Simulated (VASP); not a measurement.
Runs of VASP 6.6.1 on V3F. The structure is that of space group Fm-3m (No. 225), or close to it. The cells are those of the table. The cell was generated, and may not be a known phase.

```csv
task,spin,cell,k mesh,cutoff (eV),gap on the mesh (eV),pressure (GPa),moment (μB),relaxed volume (Å³/atom)
relaxation of cell and atoms,off,"relaxed from a = 4.181 Å, angles 60.0°, 4 atoms",14 × 14 × 14,600,none,0.1,-,12.88
single point,"collinear, ferromagnetic start","a = 4.181 Å, angles 60.0°, 4 atoms",6 × 6 × 6,520,none,0.2,(a),-
single point,off,"a = 4.179 Å, angles 60.0°, 4 atoms",14 × 14 × 14,520,none,0.1,-,-
relaxation of cell and atoms,"collinear, ferromagnetic start","relaxed from a = 4.540 Å, angles 60.0°, 4 atoms",6 × 6 × 6,600,none,-0.1,0.95,(b)
single point,"collinear, ferromagnetic start","a = 4.540 Å, angles 60.0°, 4 atoms",6 × 6 × 6,520,none,-14.2,3.24,-
```

Alike in all rows: level PBE; potentials or basis VASP PAW PBE potentials, release 64 (V_sv, F); smearing gaussian 0.1 eV.

Problem. Fill in the values left out.

Solution. (a) 0.94; (b) 12.95.

Caveats: a moment this small can come from the mesh or the smearing (at least some runs); the volume moved by over 15 % at a fixed basis, so the end points are rough (at least some runs); the cell stands under tension (at least some runs).

A gap of «none» marks levels without a gap at the run's occupations.
